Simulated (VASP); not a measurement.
# Ti (Pm-3m) in VASP: settings compared, part 3 of 3

VASP 6.6.1. Earlier steps stand in the parts before.

**5. Relaxation of cell and atoms, PBE, collinear spin, ferromagnetic start**

This run uses another cell than the first one, of 19.07 Å³/atom, 0.954 times its volume.

INCAR

```
  ALGO = Normal
  EDIFF = 1E-7
  EDIFFG = -0.01
  ENCUT = 600
  GGA = PE
  IBRION = 2
  ISIF = 3
  ISMEAR = -1
  ISPIN = 2
  LASPH = T
  LCHARG = F
  LMAXMIX = 4
  LORBIT = 11
  LREAL = F
  LWAVE = F
  MAGMOM = 1
  NELM = 150
  NSW = 80
  PREC = Accurate
  SIGMA = 0.05
```

KPOINTS

```
k-points
0
Gamma
  12 12 12
```

POSCAR

```
Ti
1.0
    2.6717143674      0.0000000000      0.0000000000
    0.0000000000      2.6717143674      0.0000000000
    0.0000000000      0.0000000000      2.6717143674
Ti
1
Direct
    0.0000000000      0.0000000000      0.0000000000
```

Potentials or basis: VASP PAW PBE potentials, release 64 (Ti_sv).

On the command line:

```console
$ cat potpaw_PBE.64/Ti_sv/POTCAR > POTCAR
$ mpirun -np 1 vasp_std > vasp.out
```

OUTCAR:

```text
EDIFF = 1E-7
   EDIFFG = -0.01
   ENCUT = 600
   GGA = PE
   IBRION = 2
   ISIF = 3
   ISMEAR = -1
   ISPIN = 2
   LASPH = T
   LORBIT = 11
   LREAL = F
   NELM = 150
   NSW = 80
   PREC = Accurate

 ion  position               nearest neighbor table
   1  0.000  0.000  0.000-

  LATTYP: Found a simple cubic cell.
 ALAT       =     2.6717143674

  Lattice vectors:

 A1 = (   2.6717143674,   0.0000000000,   0.0000000000)
 A2 = (   0.0000000000,   2.6717143674,   0.0000000000)
 A3 = (   0.0000000000,   0.0000000000,   2.6717143674)

Analysis of symmetry for initial positions (statically):
=====================================================================
 Subroutine PRICEL returns:
 Original cell was already a primitive cell.

 Routine SETGRP: Setting up the symmetry group for a
 simple cubic supercell.

 Subroutine GETGRP returns: Found 48 space group operations
 (whereof 48 operations were pure point group operations)
 out of a pool of 48 trial point group operations.

The static configuration has the point symmetry O_h .

Analysis of symmetry for dynamics (positions and initial velocities):
=====================================================================
 Subroutine PRICEL returns:
 Original cell was already a primitive cell.

 Routine SETGRP: Setting up the symmetry group for a
 simple cubic supercell.

 Subroutine GETGRP returns: Found 48 space group operations
 (whereof 48 operations were pure point group operations)
 out of a pool of 48 trial point group operations.

The dynamic configuration has the point symmetry O_h .

Analysis of structural, dynamic, and magnetic symmetry:
=====================================================================
 Subroutine PRICEL returns:
 Original cell was already a primitive cell.

 Routine SETGRP: Setting up the symmetry group for a
 simple cubic supercell.

 Subroutine GETGRP returns: Found 48 space group operations
 (whereof 48 operations were pure point group operations)
 out of a pool of 48 trial point group operations.

The overall configuration has the point symmetry O_h .

 Subroutine INISYM returns: Found 48 space group operations
 (whereof 48 operations are pure point group operations),
 and found     1 'primitive' translations

----------------------------------------------------------------------------------------

                                     Primitive cell

  volume of cell :      19.0709

  direct lattice vectors                    reciprocal lattice vectors
     2.671714367  0.000000000  0.000000000     0.374291508  0.000000000  0.000000000
     0.000000000  2.671714367  0.000000000     0.000000000  0.374291508  0.000000000
     0.000000000  0.000000000  2.671714367     0.000000000  0.000000000  0.374291508

  length of vectors
     2.671714367  2.671714367  2.671714367     0.374291508  0.374291508  0.374291508

  position of ions in fractional coordinates (direct lattice)
     0.000000000  0.000000000  0.000000000

  ion indices of the primitive-cell ions
   primitive index   ion index
                 1           1

----------------------------------------------------------------------------------------

 KPOINTS: k-points

Automatic generation of k-mesh.
 Grid dimensions read from file:
 generate k-points for:   12   12   12

 Generating k-lattice:

  Cartesian coordinates                     Fractional coordinates (reciprocal lattice)
[... 55 lines left out ...]
   LNONCOLLINEAR =      F non collinear calculations
   LSORBIT =      F    spin-orbit coupling
   LASPH  =      T    aspherical Exc in radial PAW
   ENCUT  =  600.0 eV  44.10 Ry    6.64 a.u.   5.34  5.34  5.34*2*pi/ulx,y,z
   NELM   =    150;   NELMIN=  2; NELMDL= -5     # of ELM steps
   EDIFF  = 0.1E-06   stopping-criterion for ELM
   LREAL  =      F    real-space projection
   EDIFFG = -.1E-01   stopping-criterion for IOM
   NSW    =     80    number of steps for IOM
   IBRION =      2    ionic relax: 0-MD 1-quasi-New 2-CG
   NFREE  =      1    steps in history (QN), initial steepest desc. (CG)
   ISIF   =      3    stress and relaxation
   ISYM   =      2    0-nonsym 1-usesym 2-fastsym
   POTIM  = 0.5000    time-step for ionic-motion
   TEBEG  =    0.0;   TEEND  =   0.0 temperature during run
   PSTRESS=    0.0 pullay stress
   NELECT =      12.0000    total number of electrons
   NUPDOWN=      -1.0000    fix difference up-down
   EMIN   =  10.00;   EMAX   =-10.00  energy-range for DOS
   EFERMI =   0.00;   METHOD = LEGACY
   ISMEAR =    -1;   SIGMA  =   0.05  broadening in eV -4-tet -1-fermi 0-gaus
   EFERMI_NEDOS =   21; number of points for ismear=-14 and -15
   IALGO  =     38    algorithm
   IMIX   =      4    mixing-type and parameters
     AMIX     =   0.40;   BMIX     =  1.00
     AMIX_MAG =   1.60;   BMIX_MAG =  1.00
  volume/ion in A,a.u.               =      19.07       128.70
  Fermi-wavevector in a.u.,A,eV,Ry     =   1.402852  2.651006 26.776184  1.967994
  Thomas-Fermi vector in A             =   2.525572
   LORBIT       =     11    0 simple, 1 ext, 2 COOP (PROOUT), +10 PAW based schemes
   GGA     = PE    functional components
   LHFCALC =     F    Hartree Fock is set to
   AEXX    =    0.0000 exact exchange contribution
   IVDW    =     0    specifies the selected vdW correction
   LEPSILON=     F    determine dielectric tensor
   LRPA    =     F    only Hartree local field effects (RPA)
 conjugate gradient relaxation of ions
 spin polarized calculation
  energy-cutoff  :      600.00
  volume of cell :       19.07
 maximum number of plane-waves:       655
 NGX is ok and might be reduce to    24
   NGX = 11   NGY = 11   NGZ = 11

--------------------------------------- Ionic step        1  -------------------------------------------

 number of electron      11.9999996 magnetization       0.3925578

 Free energy of the ion-electron system (eV)
  ---------------------------------------------------
  ext. energy  EPLUGINS =         0.00000000
  ---------------------------------------------------
  free energy    TOTEN  =        -7.00020198 eV

  energy without entropy =       -6.98172411  energy(sigma->0) =       -6.99096304

------------------------ aborting loop because EDIFF is reached ----------------------------------------

  FORCE on cell =-STRESS in cart. coord.  units (eV):
  Direction    XX          YY          ZZ          XY          YZ          ZX
  --------------------------------------------------------------------------------------
  -------------------------------------------------------------------------------------
  Total       -0.2802800     -0.2802800     -0.2802800      0.0000000      0.0000000      0.0000000
  in kB      -23.5468424    -23.5468424    -23.5468424      0.0000000      0.0000000      0.0000000
  external PRESSURE =     -23.5468424 kB  Pullay stress =       0.0000000 kB
[... 57 lines left out ...]
--------------------------------------- Ionic step        3  -------------------------------------------

 number of electron      11.9999996 magnetization       0.3797521

 Free energy of the ion-electron system (eV)
  ---------------------------------------------------
  ext. energy  EPLUGINS =         0.00000000
  ---------------------------------------------------
  free energy    TOTEN  =        -7.00470647 eV

  energy without entropy =       -6.98635441  energy(sigma->0) =       -6.99553044

 E-fermi :   7.5038     XC(G=0): -11.1018

 val. band max:        7.5037353309   @ k =   0.2500   0.1667   0.1667
 cond. band min:       7.5122203256   @ k =   0.4167   0.3333   0.3333
 fundamental gap:      0.0084849948
 Fermi energy:         7.5038301067

 spin component 1

 k-point     1 :       0.0000    0.0000    0.0000
  band No.  band energies     occupation
      1     -49.1975      1.00000
      2     -24.9899      1.00000
      3     -24.9899      1.00000
      4     -24.9899      1.00000
      5       1.6912      1.00000
      6       6.0329      1.00000
      7       6.0329      1.00000
      8      11.3001      0.00000
      9      11.3001      0.00000
     10      11.3001      0.00000
     11      23.0502      0.00000
[... 310 lines left out ...]
  band No.  band energies     occupation
      1     -48.9950      1.00000
      2     -25.6968      1.00000
      3     -25.5300      1.00000
      4     -24.8656      1.00000
      5       5.2423      1.00000
      6       6.8312      1.00000
      7       9.5382      0.00000
      8       9.8541      0.00000
      9      10.2064      0.00000
     10      10.9228      0.00000
     11      14.8325      0.00000

 [... further k-points ...]

 spin component 2

 k-point     1 :       0.0000    0.0000    0.0000
  band No.  band energies     occupation
      1     -48.9448      1.00000
      2     -24.7406      1.00000
      3     -24.7406      1.00000
      4     -24.7406      1.00000
      5       1.9124      1.00000
      6       6.4278      1.00000
      7       6.4278      1.00000
      8      11.4777      0.00000
      9      11.4777      0.00000
     10      11.4777      0.00000
     11      23.2296      0.00000
[... 350 lines left out ...]
  FREE ENERGIE OF THE ION-ELECTRON SYSTEM (eV)
  ---------------------------------------------------
  free  energy   TOTEN  =        -7.0047064688 eV

  energy  without entropy=       -6.9863544127  energy(sigma->0) =       -6.99553044

 reached required accuracy - stopping structural energy minimisation

 total charge

# of ion       s       p       d       tot
------------------------------------------
    1        2.248   6.067   2.049  10.365

 magnetization (x)

# of ion       s       p       d       tot
------------------------------------------
    1        0.012   0.016   0.266   0.293
```

OSZICAR:

```text
N       E                     dE             d eps       ncg     rms          rms(c)
DAV:   1     0.906097818611E+02    0.90610E+02   -0.69471E+03  3696   0.134E+03
DAV:   2    -0.272433355415E+01   -0.93334E+02   -0.91007E+02  3825   0.320E+02
DAV:   3    -0.749227947833E+01   -0.47679E+01   -0.46414E+01  5070   0.734E+01
[... 41 lines left out ...]
DAV:   5    -0.700447666001E+01   -0.13800E-03   -0.11894E-04  5309   0.533E-02    0.521E-02
DAV:   6    -0.700469255056E+01   -0.21589E-03   -0.36579E-04  4965   0.120E-01    0.114E-02
DAV:   7    -0.700470193875E+01   -0.93882E-05   -0.41214E-05  4235   0.380E-02    0.101E-02
DAV:   8    -0.700470650206E+01   -0.45633E-05   -0.98243E-06  4272   0.283E-02    0.544E-03
DAV:   9    -0.700470656657E+01   -0.64513E-07   -0.11065E-06  4223   0.694E-03    0.318E-03
DAV:  10    -0.700470646882E+01    0.97749E-07   -0.91886E-07  4570   0.782E-03
   3 F= -.70047065E+01 E0= -.69955304E+01  d E =-.450449E-02  mag=     0.3802
```

Run time: 59 s. Hardware: 1 thread of Intel Xeon 6975P-C (Granite Rapids), shared host; peak memory 0.17 GiB.

Results:

```yaml
Free_energy: -7.0047 eV
Relaxed_volume: 18.47 Å³/atom
Relaxed_cell: a = 2.643 Å, b = 2.643 Å, c = 2.643 Å, α = 90.00°, β = 90.00°, γ = 90.00°
Space_group_after_relaxing_to_0.05_Å: Pm-3m (No. 221)
Energy_gained_by_relaxing: 4.5 meV/atom
Ionic_steps: 3
Pressure_after_relaxing: 0.0 GPa
Net_moment: 0.38 μB per cell
Site_moments: Ti +0.29 μB
Valence_electrons_inside_the_program's_atomic_spheres: Ti 10.37
```

The path:
```
step  energy change (eV)  largest force (eV/Å)  pressure (GPa)  volume (Å³)
   1              0.0000                0.0000           -2.35        19.07
   2             -0.0041                0.0000            0.71        18.31
   3             -0.0045                0.0000           -0.02        18.47
```

Final structure:
```yaml
crystal:
  lattice:
    - [2.64343, 0.00000, 0.00000]
    - [0.00000, 2.64343, 0.00000]
    - [0.00000, 0.00000, 2.64343]
  atoms:
    - { symbol: Ti, position: [0.00000, 0.00000, 0.00000] }
```

Levels at points of the mesh, in eV from the Fermi level:
Spin up:
| k point | band 4 | band 5 | band 6 | band 7 | band 8 | band 9 |
| --- | --- | --- | --- | --- | --- | --- |
| (0.00, 0.00, 0.00) | -32.49 | -5.81 | -1.47 | -1.47 | 3.80 | 3.80 |
| (0.50, 0.00, 0.00) | -32.42 | -2.02 | -0.77 | -0.32 | 1.95 | 1.95 |
| (0.50, 0.50, 0.00) | -32.35 | -2.73 | -0.32 | 2.36 | 2.36 | 4.80 |
| (0.50, 0.50, 0.50) | -33.11 | -1.25 | -1.25 | -1.25 | 4.90 | 4.90 |
Spin down:
```tsv
k point	band 3	band 4	band 5	band 6	band 7	band 8	band 9	band 10
(0.00, 0.00, 0.00)	-32.24	-32.24	-5.59	-1.08	-1.08	3.97	3.97	3.97
(0.50, 0.00, 0.00)	-32.17	-32.17	-1.70	-0.36	-0.15	2.14	2.14	4.14
(0.50, 0.50, 0.00)	-32.96	-32.10	-2.56	0.08	2.55	2.55	5.16	5.28
(0.50, 0.50, 0.50)	-32.85	-32.85	-1.05	-1.05	-1.05	5.26	5.26	8.99
```

**6. Single point, PBE**

This run uses another cell than the first one, of 18.50 Å³/atom, 0.926 times its volume.

INCAR

```
  ALGO = Normal
  EDIFF = 1E-6
  ENCUT = 520
  GGA = PE
  ISIF = 2
  ISMEAR = -1
  LASPH = T
  LCHARG = T
  LELF = T
  LREAL = F
  LVHAR = T
  LWAVE = F
  NBANDS = 12
  NELM = 100
  PREC = Accurate
  SIGMA = 0.1
```

KPOINTS

```
k-points
0
Gamma
  6 6 6
```

POSCAR

```
Ti
1.0
    2.6449927459      0.0000000000      0.0000000000
    0.0000000000      2.6449927459      0.0000000000
    0.0000000000      0.0000000000      2.6449927459
Ti
1
Direct
    0.0000000000      0.0000000000      0.0000000000
```

Potentials or basis: VASP PAW PBE potentials, release 64 (Ti_sv).

On the command line:

```console
$ cat potpaw_PBE.64/Ti_sv/POTCAR > POTCAR
$ mpirun -np 1 vasp_std > vasp.out
```

It took 6 s on 1 thread of Intel Xeon 6975P-C, shared host; peak memory 0.12 GiB.

It converged, with:

```yaml
Free_energy: -7.0187 eV
Pressure: -0.4 GPa
Band_gap_on_the_k_mesh: zero (band 6 reaches 8.36 eV, above the bottom of band 7 at 6.20 eV)
```

Levels at points of the mesh, in eV from the Fermi level:
```tsv
k point	band 3	band 4	band 5	band 6	band 7	band 8	band 9	band 10	band 11	band 12
(0.00, 0.00, 0.00)	-32.41	-32.41	-5.72	-1.31	-1.31	3.84	3.84	3.84	15.59	15.59
(0.50, 0.00, 0.00)	-32.34	-32.34	-1.89	-0.60	-0.26	2.00	2.00	4.00	7.12	16.60
(0.50, 0.50, 0.00)	-33.13	-32.27	-2.67	-0.16	2.41	2.41	4.93	5.11	5.11	11.38
(0.50, 0.50, 0.50)	-33.02	-33.02	-1.18	-1.18	-1.18	5.03	5.03	8.97	11.29	11.29
```

Caveat: the k points lie up to 0.40 Å⁻¹ apart.

**7. Single point, HSE06**

This run uses another cell than the first one, of 18.50 Å³/atom, 0.926 times its volume.

POSCAR is that of step 6.

INCAR.step1

```
ALGO = Normal
EDIFF = 1E-5
ENCUT = 520
GGA = PE
ISIF = 2
ISMEAR = -1
LASPH = True
LCHARG = False
LREAL = False
LWAVE = True
NBANDS = 12
NELM = 100
PREC = Accurate
SIGMA = 0.1
```

INCAR.step2

```
ALGO = Normal
EDIFF = 1E-6
ENCUT = 520
GGA = PE
HFSCREEN = 0.2079
ISIF = 2
ISMEAR = -1
ISTART = 1
LASPH = True
LCHARG = False
LHFCALC = True
LREAL = False
LWAVE = False
NBANDS = 12
NELM = 100
PREC = Accurate
PRECFOCK = Normal
SIGMA = 0.1
```

KPOINTS is that of step 6.

On the command line:

```console
$ cat potpaw_PBE.64/Ti_sv/POTCAR > POTCAR
$ cp INCAR.step1 INCAR
$ mpirun -np 1 vasp_std > vasp.out
$ cp INCAR.step2 INCAR
$ mpirun -np 1 vasp_std > vasp.out
```

It took 11 min on 1 thread of Intel Xeon 6975P-C, shared host; peak memory 0.23 GiB.

Results (log left out):

```yaml
Free_energy: -8.3900 eV
Pressure: -1.2 GPa
Band_gap_on_the_k_mesh: zero (band 6 reaches 8.57 eV, above the bottom of band 7 at 5.70 eV)
```

Levels at points of the mesh, in eV from the Fermi level:
```
           k point  band 3  band 4  band 5  band 6  band 7  band 8  band 9  band 10
(0.00, 0.00, 0.00)  -35.54  -35.54   -6.92   -1.88   -1.88    5.02    5.02     5.02
(0.50, 0.00, 0.00)  -35.46  -35.46   -2.40   -0.90   -0.77    2.89    2.89     5.22
(0.50, 0.50, 0.00)  -36.32  -35.38   -3.08   -0.24    3.39    3.39    5.45     5.45
(0.50, 0.50, 0.50)  -36.19  -36.19   -1.14   -1.14   -1.14    5.88    5.88     9.39
```

Caveat: the k points lie up to 0.40 Å⁻¹ apart; the PAW data sets were made with another functional, which shifts forces and pressure a little.

**8. Summary**

```csv
task,level,spin,cell,k mesh,cutoff (eV),smearing,grid for exact exchange (PRECFOCK),screening parameter,gap on the mesh (eV),pressure (GPa),moment (μB)
single point,PBE,"collinear, ferromagnetic start","a = 2.714 Å, 1 atom",13 × 13 × 13,520,fermi-dirac 0.05 eV,-,-,none,-5.5,0.43
single point,PBE,"collinear, ferromagnetic start","a = 2.747 Å, 1 atom",13 × 13 × 13,520,fermi-dirac 0.05 eV,-,-,none,-7.5,0.46
single point,PBE,"collinear, ferromagnetic start","a = 2.645 Å, 1 atom",19 × 19 × 19,520,fermi-dirac 0.05 eV,-,-,none,-0.5,0.22
relaxation of cell and atoms,PBE,"collinear, ferromagnetic start","relaxed from a = 2.672 Å, 1 atom",12 × 12 × 12,600,fermi-dirac 0.05 eV,-,-,none,0.0,0.38
single point,PBE,off,"a = 2.645 Å, 1 atom",6 × 6 × 6,520,fermi-dirac 0.1 eV,-,-,none,-0.4,-
single point,HSE06,off,"a = 2.645 Å, 1 atom",6 × 6 × 6,520,fermi-dirac 0.1 eV,Normal,0.2079 1/Å,none,-1.2,-
```

Alike in all rows: potentials or basis VASP PAW PBE potentials, release 64 (Ti_sv).

Caveats: some runs use coarse meshes; the PAW data sets were made with another functional, which shifts forces and pressure a little (some runs).

Total energies depend on the potentials used, so only differences within one code and one set of settings carry meaning.
